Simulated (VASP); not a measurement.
Wanted: the native input for a VASP 6.6.1 run.

* Task: relaxation of cell and atoms
* Functional: PBEsol
* Potentials or basis: VASP PAW PBE potentials, release 64 (W_sv, Ta_pv, C)
* Cutoff: 600 eV
* k mesh: 10 × 10 × 10
* Occupations: fermi-dirac, width 0.05 eV
* Spin: no spin polarisation
* Hubbard terms: Ta d U = 2.0 eV, W d U = 2.0 eV
* Dipole correction: no
* Further INCAR settings: ALGO = Normal; EDIFF = 1e-06; IBRION = 2; EDIFFG = -0.01; NSW = 60; ISIF = 3

The structure of TaWC2 lies in POSCAR:

```
TaWC2
1.0
    1.5718551461      0.9075109917      5.1016196719
   -1.5718551461      0.9075109917      5.1016196719
    0.0000000000     -1.8150219835      5.1016196719
W Ta C
1 1 2
Direct
    0.0000000000      0.0000000000      0.0000000000
    0.5000000000      0.5000000000      0.5000000000
    0.2509330000      0.2509330000      0.2509330000
    0.7490670000      0.7490670000      0.7490670000
```

These files were run (other wordings do the same):

INCAR

```
PREC = Accurate
ENCUT = 600
EDIFF = 1E-6
ISMEAR = -1
SIGMA = 0.05
LREAL = F
LASPH = T
NELM = 150
ALGO = Normal
ISIF = 3
LWAVE = F
LCHARG = F
LMAXMIX = 4
LDAU = T
LDAUTYPE = 2
LDAUL = 2 2 -1
LDAUU = 2 2 0
LDAUJ = 0 0 0
LDAUPRINT = 1
GGA = PS
IBRION = 2
NSW = 60
EDIFFG = -0.01
```

KPOINTS

```
regular mesh
0
Gamma
  10 10 10
```

Potentials or basis: VASP PAW PBE potentials, release 64 (W_sv, Ta_pv, C).

Command:

```console
$ cat potpaw_PBE.64/W_sv/POTCAR potpaw_PBE.64/Ta_pv/POTCAR potpaw_PBE.64/C/POTCAR > POTCAR
$ mpirun -np 1 vasp_std > vasp.out
```

Results of the run:

```
Relaxed volume                        : 10.75 Å³/atom
Relaxed cell                          : a = 5.389 Å, b = 5.389 Å, c = 5.389 Å, α = 33.72°, β = 33.72°, γ = 33.72°
Space group after relaxing (to 0.1 Å) : R-3m (No. 166)
Energy gained by relaxing             : 3.0 meV/atom
Ionic steps                           : 6
Pressure after relaxing               : 0.1 GPa
```

Caveat: the highest band is partly filled, so the run has too few bands; the PAW data sets were made with another functional, which shifts forces and pressure a little; the U is typed as a test and isn't derived for this compound.

Wall time 7.6 min on 1 thread of Intel(R) Xeon(R) 6975P-C (Granite Rapids), on a shared host, peak memory 0.44 GiB.
